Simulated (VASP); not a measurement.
# Ru8N in VASP: a series of runs

Ru8N is run at these levels: PBE+D3(BJ); tasks: single point.

Program: VASP 6.6.1. These are calculated values, not measurements. Logs are shortened: lines on timing, memory, paths and dates and some standing lists are left out, and cuts for length are marked.

**1. The cell of the first run**

The cell holds a slab with vacuum, 18 atoms: a = 5.395 Å, b = 5.395 Å, c = 25.499 Å, α = 90.00°, β = 90.00°, γ = 120.00°.

**2. Single point, PBE+D3(BJ)**

The input, INCAR:

```
SYSTEM = Ru8N
PREC = Accurate ; ENCUT = 520
EDIFF = 1E-6 ; ISMEAR = 0
SIGMA = 0.1 ; LREAL = Auto
LASPH = .True. ; NELM = 60
ALGO = Normal ; ISIF = 2
LWAVE = .False. ; LCHARG = .False.
LDIPOL = .True. ; IDIPOL = 3
DIPOL = 0.5 0.5 0.464 ; GGA = PE
IVDW = 12 ; NBANDS = 132
```

The input, KPOINTS:

```
regular mesh
0
Gamma
  4 4 1
  0 0 0
```

The input, POSCAR:

```
Ru8N
1.0
    5.3951895500      0.0000000000      0.0000000000
   -2.6975947750      4.6723712085      0.0000000000
    0.0000000000      0.0000000000     25.4987269957
Ru N
16 2
Direct
    0.3333333333      0.1666666667      0.3137411527
    0.3333333333      0.6666666667      0.3137411527
    0.8333333333      0.1666666667      0.3137411527
    0.8333333333      0.6666666667      0.3137411527
    0.1666666667      0.3333333333      0.3973888187
    0.1666666667      0.8333333333      0.3973888187
    0.6666666667      0.3333333333      0.3973888187
    0.6666666667      0.8333333333      0.3973888187
    0.3338098382      0.1661901618      0.4816932676
    0.3338098382      0.6676196765      0.4816932676
    0.8323803235      0.1661901618      0.4816932676
    0.8333333333      0.6666666667      0.4804062228
    0.1666666667      0.3333333333      0.5668487539
    0.1688173029      0.8344086515      0.5620256417
    0.6655913485      0.3311826971      0.5620256417
    0.6655913485      0.8344086515      0.5620256417
    0.1666666667      0.3333333333      0.6440882226
    0.1666666667      0.3333333333      0.6880580722
```

Potentials or basis: VASP PAW PBE potentials, release 64 (Ru_pv, N).

Launch:

```
> cat potpaw_PBE.64/Ru_pv/POTCAR potpaw_PBE.64/N/POTCAR > POTCAR
> mpirun -np 1 vasp_std > vasp.out
```

OUTCAR:

```text
SYSTEM = Ru8N
   PREC = Accurate
   ENCUT = 520
   EDIFF = 1E-6
   ISMEAR = 0
   LREAL = Auto
   LASPH = .True.
   NELM = 60
   ISIF = 2
   GGA = PE
   IVDW = 12
 IVDW          = 12

 ion  position               nearest neighbor table
   1  0.333  0.167  0.314-   5 2.64   6 2.64   7 2.64   4 2.70   2 2.70   2 2.70   4 2.70   3 2.70
                             3 2.70
   2  0.333  0.667  0.314-   6 2.64   5 2.64   8 2.64   3 2.70   1 2.70   1 2.70   3 2.70   4 2.70
                             4 2.70
   3  0.833  0.167  0.314-   7 2.64   8 2.64   5 2.64   4 2.70   2 2.70   4 2.70   2 2.70   1 2.70
                             1 2.70
   4  0.833  0.667  0.314-   8 2.64   7 2.64   6 2.64   3 2.70   1 2.70   3 2.70   1 2.70   2 2.70
                             2 2.70
   5  0.167  0.333  0.397-   1 2.64   2 2.64   3 2.64   9 2.66  10 2.66  11 2.66   8 2.70   6 2.70
                             6 2.70   8 2.70   7 2.70   7 2.70
   6  0.167  0.833  0.397-  12 2.63   2 2.64   1 2.64   4 2.64  10 2.65   9 2.65   7 2.70   5 2.70
                             5 2.70   7 2.70   8 2.70   8 2.70
   7  0.667  0.333  0.397-  12 2.63   3 2.64   4 2.64   1 2.64  11 2.65   9 2.65   8 2.70   6 2.70
                             8 2.70   6 2.70   5 2.70   5 2.70
   8  0.667  0.833  0.397-  12 2.63   4 2.64   3 2.64   2 2.64  11 2.65  10 2.65   7 2.70   5 2.70
                             7 2.70   5 2.70   6 2.70   6 2.70
   9  0.334  0.166  0.482-  14 2.57  15 2.57   6 2.65   7 2.65   5 2.66  13 2.67  10 2.69  11 2.69
                            12 2.70  12 2.70  10 2.71  11 2.71
  10  0.334  0.668  0.482-  14 2.57  16 2.57   6 2.65   8 2.65   5 2.66  13 2.67  11 2.69   9 2.69
                            12 2.70  12 2.70   9 2.71  11 2.71
  11  0.832  0.166  0.482-  16 2.57  15 2.57   7 2.65   8 2.65   5 2.66  13 2.67  10 2.69   9 2.69
                            12 2.70  12 2.70  10 2.71   9 2.71
  12  0.833  0.667  0.480-  15 2.61  16 2.61  14 2.61   8 2.63   7 2.63   6 2.63   9 2.70  11 2.70
                             9 2.70  11 2.70  10 2.70  10 2.70
  13  0.167  0.333  0.567-  17 1.97   9 2.67  10 2.67  11 2.67  14 2.70  15 2.70  16 2.70  16 2.70
                            14 2.70  15 2.70
  14  0.169  0.834  0.562-   9 2.57  10 2.57  12 2.61  15 2.68  16 2.68  13 2.70  13 2.70  15 2.71
                            16 2.71
  15  0.666  0.331  0.562-  11 2.57   9 2.57  12 2.61  14 2.68  16 2.68  13 2.70  13 2.70  14 2.71
                            16 2.71
  16  0.666  0.834  0.562-  11 2.57  10 2.57  12 2.61  15 2.68  14 2.68  13 2.70  13 2.70  15 2.71
                            14 2.71
  17  0.167  0.333  0.644-  18 1.12  13 1.97
  18  0.167  0.333  0.688-  17 1.12

  LATTYP: Found a hexagonal cell.
 ALAT       =     5.3951895500
 C/A-ratio  =     4.7261966905

  Lattice vectors:

 A1 = (   5.3951895500,   0.0000000000,   0.0000000000)
 A2 = (  -2.6975947750,   4.6723712085,   0.0000000000)
 A3 = (   0.0000000000,   0.0000000000,  25.4987269957)

Analysis of symmetry for initial positions (statically):
[... 161 lines left out ...]
  Thomas-Fermi vector in A             =   2.305421
   LORBIT       =      0    0 simple, 1 ext, 2 COOP (PROOUT), +10 PAW based schemes
   GGA     = PE    functional components
   LHFCALC =     F    Hartree Fock is set to
   AEXX    =    0.0000 exact exchange contribution
   IVDW    =    12    specifies the selected vdW correction
   LEPSILON=     F    determine dielectric tensor
   LRPA    =     F    only Hartree local field effects (RPA)
 non-spin polarized calculation
 Gauss-broadening in eV      SIGMA  =   0.10
  energy-cutoff  :      520.00
  volume of cell :      642.78
 maximum number of plane-waves:     17372
   NGX = 21   NGY = 21   NGZ = 95

 dipolmoment           0.000000      0.000000     -0.004798 electrons x Angstroem

 number of electron     234.0000045 magnetization

 dipolmoment           0.000000      0.000000      0.033974 electrons x Angstroem

 Free energy of the ion-electron system (eV)
  ---------------------------------------------------
  ext. energy  EPLUGINS =         0.00000000
  ---------------------------------------------------
  free energy    TOTEN  =      -156.58211289 eV

  energy without entropy =     -156.43788721  energy(sigma->0) =     -156.51000005

 E-fermi :   1.2666     XC(G=0):  -5.9136

 val. band max:        1.2514865341   @ k =   0.5000   0.0000   0.0000
 cond. band min:       1.2703538116   @ k =   0.5000   0.0000   0.0000
 fundamental gap:      0.0188672775
 Fermi energy:         1.2665744534

 k-point     1 :       0.0000    0.0000    0.0000
  band No.  band energies     occupation
      1     -42.3915      2.00000
      2     -42.3915      2.00000
      3     -42.3901      2.00000
      4     -42.3532      2.00000
      5     -42.3355      2.00000
      6     -42.3053      2.00000
[... 517 lines left out ...]
    128       2.1983      0.00000
    129       2.3061      0.00000
 [bands above 129 left out]

------------------------ aborting loop because EDIFF is reached ----------------------------------------

 vacuum level on the upper side and lower side of the slab       (xc-potential included)        -0.014        -0.253

 Edisp (eV)   -7.66829

 E8    (eV) :    -3.5879

  FORCE on cell =-STRESS in cart. coord.  units (eV):
  Direction    XX          YY          ZZ          XY          YZ          ZX
  --------------------------------------------------------------------------------------
  -------------------------------------------------------------------------------------
  Total     -10.90495   -10.90495    -4.01555     0.00000    -0.00000     0.00000
  in kB     -27.18139   -27.18139   -10.00906     0.00000    -0.00000     0.00000
  external pressure =      -21.46 kB  Pullay stress =        0.00 kB

 VOLUME and BASIS-vectors are now :
 -----------------------------------------------------------------------------
  energy-cutoff  :      520.00
  volume of cell :      642.78
      direct lattice vectors                 reciprocal lattice vectors
     5.395189550  0.000000000  0.000000000     0.185350300  0.107012045  0.000000000
    -2.697594775  4.672371209  0.000000000     0.000000000  0.214024091  0.000000000
     0.000000000  0.000000000 25.498726996     0.000000000  0.000000000  0.039217644

 POSITION                                       TOTAL-FORCE (eV/Angst)
 -----------------------------------------------------------------------------------
      1.34880      0.77873      8.00000         0.010233     -0.005908      0.569726
     -0.00000      3.11491      8.00000         0.000000      0.011816      0.569726
      4.04639      0.77873      8.00000        -0.010233     -0.005908      0.569726
      2.69759      3.11491      8.00000         0.000000     -0.000000      0.751959
      0.00000      1.55746     10.13291         0.000000     -0.000000     -0.437755
     -1.34880      3.89364     10.13291         0.035150      0.020294     -0.688787
[... 10 lines left out ...]
      0.00000      1.55746     16.42343         0.000000     -0.000000     -1.314924
      0.00000      1.55746     17.54460         0.000000     -0.000000      1.282459
 -----------------------------------------------------------------------------------
    total drift:                                0.000003     -0.000002     -0.012898

  FREE ENERGIE OF THE ION-ELECTRON SYSTEM (eV)
  ---------------------------------------------------
  free  energy   TOTEN  =      -164.2503987813 eV

  energy  without entropy=     -164.1061730961  energy(sigma->0) =     -164.17828594

 vacuum level on the upper side and lower side of the slab         6.449         6.207
```

It took 12 min on 1 thread of Intel Xeon 6975P-C (Granite Rapids), shared host; peak memory 0.73 GiB.

What came out:

```
Free energy                : -164.2504 eV
Largest force              : 1.315 eV/Å
Band gap on the k mesh     : zero (bands 117 and 118 overlap by 1.10 eV)
Dispersion energy per atom : -0.426 eV
```

Forces in eV/Å, atoms in the order of the input:
```
Ru   0.010 -0.006  0.570
Ru   0.000  0.012  0.570
Ru  -0.010 -0.006  0.570
Ru   0.000  0.000  0.752
Ru   0.000  0.000 -0.438
Ru   0.035  0.020 -0.689
Ru   0.000 -0.041 -0.689
Ru  -0.035  0.020 -0.689
Ru   0.001 -0.001 -0.007
Ru   0.000  0.001 -0.007
Ru  -0.001 -0.001 -0.007
Ru   0.000  0.000  0.001
Ru   0.000  0.000  0.038
Ru  -0.004 -0.002  0.019
Ru   0.000  0.005  0.019
Ru   0.004 -0.002  0.019
N    0.000  0.000 -1.315
N    0.000  0.000  1.282
```

Caveat: the standard files for N, O and F lose accuracy on very short bonds.

**3. Single point, PBE+D3(BJ)**

The input, INCAR:

```
PREC = Accurate ; ENCUT = 520
EDIFF = 1E-6 ; ISMEAR = 0
SIGMA = 0.1 ; LREAL = Auto
LASPH = T ; NELM = 60
ALGO = Normal ; ISIF = 2
LWAVE = F ; LCHARG = T
LDIPOL = T ; IDIPOL = 3
DIPOL = 0.5 0.5 0.464 ; GGA = PE
IVDW = 12 ; LELF = T
LVHAR = T ; LVACPOTAV = T
NBANDS = 132
```

The input, KPOINTS:

```
Automatic mesh
0
Gamma
  4 4 1
```

POSCAR is that of step 2.

Potentials or basis: VASP PAW PBE potentials, release 64 (Ru_pv, N).

Launch:

```
> cat potpaw_PBE.64/Ru_pv/POTCAR potpaw_PBE.64/N/POTCAR > POTCAR
> mpirun -np 1 vasp_std > vasp.out
```

It took 12 min on 1 thread of Intel Xeon 6975P-C (Granite Rapids), shared host; peak memory 0.74 GiB.

Results (log left out):

```
Free energy                : -164.2504 eV
Largest force              : 1.315 eV/Å
Band gap on the k mesh     : zero (bands 117 and 118 overlap by 1.10 eV)
Dispersion energy per atom : -0.426 eV
```

Forces in eV/Å, atoms in the order of the input:
```
Ru   0.010 -0.006  0.570
Ru   0.000  0.012  0.570
Ru  -0.010 -0.006  0.570
Ru   0.000  0.000  0.752
Ru   0.000  0.000 -0.438
Ru   0.035  0.020 -0.689
Ru   0.000 -0.041 -0.689
Ru  -0.035  0.020 -0.689
Ru   0.001 -0.001 -0.007
Ru   0.000  0.001 -0.007
Ru  -0.001 -0.001 -0.007
Ru   0.000  0.000  0.001
Ru   0.000  0.000  0.038
Ru  -0.004 -0.002  0.019
Ru   0.000  0.005  0.019
Ru   0.004 -0.002  0.019
N    0.000  0.000 -1.315
N    0.000  0.000  1.282
```

Levels at points of the mesh, in eV from the Fermi level:
```csv
k point,band 113,band 114,band 115,band 116,band 117,band 118,band 119,band 120
"(0.00, 0.00, 0.00)",0.18,0.18,0.43,0.94,0.94,0.98,1.04,1.04
"(0.50, 0.00, 0.00)",-0.64,-0.62,-0.56,-0.55,-0.52,-0.10,-0.06,-0.02
```

Caveat: the standard files for N, O and F lose accuracy on very short bonds.
